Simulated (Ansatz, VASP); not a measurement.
One calculation of WSe2, two programs

```
W Se
1.0
     3.31794    0.00000    0.00000
    -1.65897    2.87342    0.00000
     0.00000    0.00000   16.65814
W Se
1 2
Cartesian
  0.0000 0.0000 0.0000
  -0.0265 1.8891 1.6623
  0.0265 1.9421 14.9959
```

Change from the starting cell: mode 4 (170.3 1/cm) frozen in, largest displacement +0.037 Å.

Alike in both runs: task single point; functional PBEsol; k mesh 12 × 12 × 2; occupations gaussian, width 0.05 eV; no spin polarisation.

|  | VASP | Ansatz |
| --- | --- | --- |
| version | VASP 6.6.1 | Ansatz 0.2.0 |
| potentials or method | VASP PAW PBE potentials, release 64 (W_sv, Se), cutoff 520 eV | scalar-relativistic, plane waves, PAW |
| valence electrons in the cell | 26 | 46 |

VASP gave:

| Quantity | Value |
| --- | --- |
| gap on the k mesh at the Fermi level (eV) | 1.51 |
| least direct gap on the mesh (eV) | 1.51 |
| rms of the force components (eV/Å) | 0.152 |

Estimate Ansatz's values.

gap on the k mesh at the Fermi level (eV): 1.52; least direct gap on the mesh (eV): 1.52; rms of the force components (eV/Å): 0.159.

VASP's potentials were made for PBE, not for PBEsol. Atom by atom the forces differ by 0.027 eV/Å (rms over components). With one functional, cell and mesh, what is left measures potentials, basis and numerics. VASP's potentials hold 26 valence electrons a cell and Ansatz's 46, so a difference there can come from the potentials and not from the codes.

Spin-orbit coupling is off throughout.
